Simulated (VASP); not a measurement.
# TePb in VASP: a series of runs, part 2 of 2

VASP 6.6.1.

### 5 Single point, PBE (uniaxial z strain +0.5%)

INCAR reads:

```
SYSTEM = TePb
PREC = Accurate
ENCUT = 520
EDIFF = 1E-6
ISMEAR = 0
SIGMA = 0.01
LREAL = .False.
LASPH = .True.
NELM = 100
ALGO = Normal
ISIF = 2
LWAVE = .False.
LCHARG = .True.
GGA = PE
LELF = .True.
LVHAR = .True.
NBANDS = 17
```

KPOINTS reads:

```
regular mesh
0
Gamma
  4 4 4
  0 0 0
```

POSCAR reads:

```
TePb
1.0
    0.0000000000      3.2678368377      3.2841760219
    3.2678368377      0.0000000000      3.2841760219
    3.2678368377      3.2678368377      0.0000000000
Pb Te
1 1
Direct
    0.0000000000      0.0000000000      0.0000000000
    0.5000000000      0.5000000000      0.5000000000
```

Potentials or basis: VASP PAW PBE potentials, release 64 (Pb_d, Te).

Launch:

```
$ cat potpaw_PBE.64/Pb_d/POTCAR potpaw_PBE.64/Te/POTCAR > POTCAR
$ mpirun -np 1 vasp_std > vasp.out
```

OUTCAR:

```text
SYSTEM = TePb
   PREC = Accurate
   ENCUT = 520
   EDIFF = 1E-6
   ISMEAR = 0
   LREAL = .False.
   LASPH = .True.
   NELM = 100
   ISIF = 2
   GGA = PE

 ion  position               nearest neighbor table
   1  0.000  0.000  0.000-   2 3.27   2 3.27   2 3.27   2 3.27   2 3.28   2 3.28
   2  0.500  0.500  0.500-   1 3.27   1 3.27   1 3.27   1 3.27   1 3.28   1 3.28

  LATTYP: Found a body centered tetragonal cell.
 ALAT       =     4.6214191755
 C/A-ratio  =     1.4212846302

  Lattice vectors:

 A1 = (  -3.2678368377,   0.0000000000,   3.2841760219)
 A2 = (   3.2678368377,   0.0000000000,   3.2841760219)
 A3 = (   0.0000000000,   3.2678368377,  -3.2841760219)

Analysis of symmetry for initial positions (statically):
=====================================================================
 Subroutine PRICEL returns:
 Original cell was already a primitive cell.

 Routine SETGRP: Setting up the symmetry group for a
 body centered tetragonal supercell.

 Subroutine GETGRP returns: Found 16 space group operations
 (whereof 16 operations were pure point group operations)
 out of a pool of 16 trial point group operations.

The static configuration has the point symmetry D_4h.

Analysis of symmetry for dynamics (positions and initial velocities):
=====================================================================
 Subroutine PRICEL returns:
 Original cell was already a primitive cell.

 Routine SETGRP: Setting up the symmetry group for a
 body centered tetragonal supercell.

 Subroutine GETGRP returns: Found 16 space group operations
 (whereof 16 operations were pure point group operations)
 out of a pool of 16 trial point group operations.

The dynamic configuration has the point symmetry D_4h.

 Subroutine INISYM returns: Found 16 space group operations
 (whereof 16 operations are pure point group operations),
 and found     1 'primitive' translations

----------------------------------------------------------------------------------------

                                     Primitive cell

  volume of cell :      70.1418

  direct lattice vectors                    reciprocal lattice vectors
     0.000000000  3.267836838  3.284176022    -0.153006415  0.153006415  0.152245189
     3.267836838  0.000000000  3.284176022     0.153006415 -0.153006415  0.152245189
     3.267836838  3.267836838  0.000000000     0.153006415  0.153006415 -0.152245189

  length of vectors
     4.632987129  4.632987129  4.621419175     0.264576121  0.264576121  0.264576121

  position of ions in fractional coordinates (direct lattice)
     0.000000000  0.000000000  0.000000000
     0.500000000  0.500000000  0.500000000

  ion indices of the primitive-cell ions
   primitive index   ion index
                 1           1
                 2           2

----------------------------------------------------------------------------------------

 KPOINTS: regular mesh

Automatic generation of k-mesh.
 Grid dimensions read from file:
 generate k-points for:    4    4    4

 Generating k-lattice:

  Cartesian coordinates                     Fractional coordinates (reciprocal lattice)
    -0.038251604  0.038251604  0.038061297     0.250000000  0.000000000  0.000000000
     0.038251604 -0.038251604  0.038061297     0.000000000  0.250000000  0.000000000
     0.038251604  0.038251604 -0.038061297     0.000000000  0.000000000  0.250000000

  Length of vectors
     0.066144030  0.066144030  0.066144030

  Shift w.r.t. Gamma in fractional coordinates (k-lattice)
     0.000000000  0.000000000  0.000000000

 Subroutine IBZKPT returns following result:
 ===========================================

 Found     13 irreducible k-points:

 Following reciprocal coordinates:
            Coordinates               Weight
  0.000000  0.000000  0.000000      1.000000
  0.250000  0.000000  0.000000      8.000000
  0.500000  0.000000  0.000000      4.000000
  0.250000  0.250000  0.000000      2.000000
  0.500000  0.250000  0.000000      8.000000
 -0.250000  0.250000  0.000000      4.000000
  0.500000  0.500000  0.000000      1.000000
  0.250000  0.000000  0.250000      4.000000
  0.500000  0.000000  0.250000     16.000000
 -0.250000  0.000000  0.250000      8.000000
 -0.250000  0.500000  0.250000      4.000000
  0.500000  0.000000  0.500000      2.000000
 -0.250000  0.250000  0.500000      2.000000
   k-points           NKPTS =     13   k-points in BZ     NKDIM =     13   number of bands    NBANDS=     17
   number of dos      NEDOS =    301   number of ions     NIONS =      2
   total plane-waves  NPLWV =  46656
   dimension x,y,z NGX =    36 NGY =   36 NGZ =   36
   dimension x,y,z NGXF=    72 NGYF=   72 NGZF=   72
   ions per type =               1   1
   NGX,Y,Z   is equivalent  to a cutoff of  12.92, 12.92, 12.95 a.u.
   NGXF,Y,Z  is equivalent  to a cutoff of  25.84, 25.84, 25.90 a.u.
 SYSTEM =  TePb
   PREC   = accura    normal or accurate (medium, high low for compatibility)
   ISTART =      0    job   : 0-new  1-cont  2-samecut
   ICHARG =      2    charge: 1-file 2-atom 10-const
   ISPIN  =      1    spin polarized calculation?
   LNONCOLLINEAR =      F non collinear calculations
   LSORBIT =      F    spin-orbit coupling
   LASPH  =      T    aspherical Exc in radial PAW
   ENCUT  =  520.0 eV  38.22 Ry    6.18 a.u.   8.61  8.61  8.59*2*pi/ulx,y,z
   NELM   =    100;   NELMIN=  2; NELMDL= -5     # of ELM steps
   EDIFF  = 0.1E-05   stopping-criterion for ELM
   LREAL  =      F    real-space projection
   EDIFFG = 0.1E-04   stopping-criterion for IOM
   NSW    =      0    number of steps for IOM
   IBRION =     -1    ionic relax: 0-MD 1-quasi-New 2-CG
   NFREE  =      0    steps in history (QN), initial steepest desc. (CG)
   ISIF   =      2    stress and relaxation
   ISYM   =      2    0-nonsym 1-usesym 2-fastsym
   POTIM  = 0.5000    time-step for ionic-motion
   TEBEG  =    0.0;   TEEND  =   0.0 temperature during run
   PSTRESS=    0.0 pullay stress
   NELECT =      20.0000    total number of electrons
   NUPDOWN=      -1.0000    fix difference up-down
   EMIN   =  10.00;   EMAX   =-10.00  energy-range for DOS
   EFERMI =   0.00;   METHOD = LEGACY
   ISMEAR =     0;   SIGMA  =   0.01  broadening in eV -4-tet -1-fermi 0-gaus
   EFERMI_NEDOS =   21; number of points for ismear=-14 and -15
   IALGO  =     38    algorithm
   IMIX   =      4    mixing-type and parameters
     AMIX     =   0.40;   BMIX     =  1.00
     AMIX_MAG =   1.60;   BMIX_MAG =  1.00
  volume/ion in A,a.u.               =      35.07       236.67
  Fermi-wavevector in a.u.,A,eV,Ry     =   1.077521  2.036220 15.797067  1.161052
  Thomas-Fermi vector in A             =   2.213435
   LORBIT       =      0    0 simple, 1 ext, 2 COOP (PROOUT), +10 PAW based schemes
   GGA     = PE    functional components
   LHFCALC =     F    Hartree Fock is set to
   AEXX    =    0.0000 exact exchange contribution
   IVDW    =     0    specifies the selected vdW correction
   LEPSILON=     F    determine dielectric tensor
   LRPA    =     F    only Hartree local field effects (RPA)
 non-spin polarized calculation
 Gauss-broadening in eV      SIGMA  =   0.01
  energy-cutoff  :      520.00
  volume of cell :       70.14
 maximum number of plane-waves:      1901
 NGX is ok and might be reduce to    36
   NGX = 17   NGY = 17   NGZ = 17

 number of electron      20.0000001 magnetization

 Free energy of the ion-electron system (eV)
  ---------------------------------------------------
  ext. energy  EPLUGINS =         0.00000000
  ---------------------------------------------------
  free energy    TOTEN  =        -7.51424776 eV

  energy without entropy =       -7.51424776  energy(sigma->0) =       -7.51424776

 E-fermi :   5.2389     XC(G=0):  -9.1290

 val. band max:        5.1219366189   @ k =   0.5000   0.0000   0.0000
 cond. band min:       5.9331264230   @ k =   0.5000   0.0000   0.0000
 fundamental gap:      0.8111898041
 Fermi energy:         5.2389275784

 k-point     1 :       0.0000    0.0000    0.0000
  band No.  band energies     occupation
      1     -11.5414      2.00000
      2     -11.5394      2.00000
      3     -11.5342      2.00000
      4     -11.5342      2.00000
      5     -11.5328      2.00000
      6      -6.5747      2.00000
[... 9 lines left out ...]
     16      11.0232      0.00000
     17      12.5608      0.00000
[... 223 lines left out ...]
      1     -11.5756      2.00000
      2     -11.5418      2.00000
      3     -11.5280      2.00000
      4     -11.5280      2.00000
      5     -11.5102      2.00000
      6      -4.8765      2.00000
[... 9 lines left out ...]
     16      16.0595      0.00000
     17      16.1238      0.00000

------------------------ aborting loop because EDIFF is reached ----------------------------------------

  FORCE on cell =-STRESS in cart. coord.  units (eV):
  Direction    XX          YY          ZZ          XY          YZ          ZX
  --------------------------------------------------------------------------------------
  -------------------------------------------------------------------------------------
  Total        0.2419246      0.2419246     -0.0018201      0.0000000     -0.0000000     -0.0000000
  in kB        5.5260335      5.5260335     -0.0415746      0.0000000     -0.0000000     -0.0000000
  external PRESSURE =       3.6701642 kB  Pullay stress =       0.0000000 kB

 VOLUME and BASIS-vectors are now :
 -----------------------------------------------------------------------------
  energy-cutoff  :      520.00
  volume of cell :       70.14
      direct lattice vectors                 reciprocal lattice vectors
     0.000000000  3.267836838  3.284176022    -0.153006415  0.153006415  0.152245189
     3.267836838  0.000000000  3.284176022     0.153006415 -0.153006415  0.152245189
     3.267836838  3.267836838  0.000000000     0.153006415  0.153006415 -0.152245189

 POSITION                                       TOTAL-FORCE (eV/Angst)
 -----------------------------------------------------------------------------------
      0.00000      0.00000      0.00000        -0.000000      0.000000      0.000000
      3.26784      3.26784      3.28418         0.000000     -0.000000     -0.000000
 -----------------------------------------------------------------------------------
    total drift:                               -0.000000      0.000000      0.000000

  FREE ENERGIE OF THE ION-ELECTRON SYSTEM (eV)
  ---------------------------------------------------
  free  energy   TOTEN  =        -7.5142477595 eV

  energy  without entropy=       -7.5142477595  energy(sigma->0) =       -7.51424776
```

Wall time 14 s (1 thread of Intel Xeon 6975P-C (Granite Rapids), shared host); peak memory 0.21 GiB.

Results:

```
Free energy            : -7.5142 eV
Pressure               : 0.4 GPa
Band gap on the k mesh : 0.81 eV, direct
```

Caveat: the cell differs from its parent crystal (uniaxial z strain +0.5%); spin-orbit coupling is left out, which moves the levels of the heavy elements. A k mesh can miss the band edges.

### 6 Summary

```tsv
cell	gap on the mesh (eV)	pressure (GPa)
a = 4.621 Å, angles 60.0°, 2 atoms	0.80	0.6
a = 4.601, b = 4.601, c = 4.575 Å, angles 60.2, 60.2, 59.6°, 2 atoms	0.76	1.4
a = 4.637 Å, angles 59.1°, 2 atoms	0.66	1.0
a = 4.633, b = 4.633, c = 4.621 Å, angles 60.1, 60.1, 59.8°, 2 atoms	0.81	0.4
```

Alike in all rows: task single point; level PBE; potentials or basis VASP PAW PBE potentials, release 64 (Pb_d, Te); no spin polarisation; k mesh 4 × 4 × 4; cutoff (eV) 520; smearing gaussian 0.01 eV.

Caveats: spin-orbit coupling is left out, which moves the levels of the heavy elements.

Total energies depend on the potentials used, so only differences within one code and one set of settings carry meaning.
